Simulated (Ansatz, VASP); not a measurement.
One calculation of TaN, two programs

```
Ta N
1.0
     0.00000   -2.18744   -2.18744
     0.00000    2.18744   -2.18744
     4.37489    0.00000    0.00000
Ta N
2 2
Direct
  0.50000 0.50000 0.97216
  0.00000 0.00000 0.52784
  0.50000 0.50000 0.44034
  0.00000 0.00000 0.05966
```

Change from the starting cell: mode 1 frozen in at -0.261 Å and mode 2 at +0.000 Å (largest displacements).

Alike in both runs: task single point; functional PBEsol; k mesh 14 × 14 × 10; occupations gaussian, width 0.15 eV; no spin polarisation.

|  | VASP | Ansatz |
| --- | --- | --- |
| version | VASP 6.6.1 | Ansatz 0.2.0 |
| potentials or method | VASP PAW PBE potentials, release 64 (Ta_sv_GW, N), cutoff 600 eV | scalar-relativistic, plane waves, PAW |
| valence electrons in the cell | 36 | 36 |

|  | VASP | Ansatz | Ansatz less VASP |
| --- | --- | --- | --- |
| gap on the k mesh at the Fermi level (eV) | none | none | - |
| pressure (GPa) | 2.9 | 2.6 | -0.29 |
| traceless stress, the component that is largest in VASP (GPa) | 25.17 | 25.05 | -0.114 |
| rms of the force components (eV/Å) | 0.813 | 0.806 | -0.0068 |

VASP's potentials were made for PBE, not for PBEsol, and Ansatz warns of the same on its side. Atom by atom the forces differ by 0.013 eV/Å (rms over components). A gap of «none» marks a metal or a gap that the smearing closes. The functional is the same, so the differences come from potentials, cutoffs and numerics.

Spin-orbit coupling is off throughout.
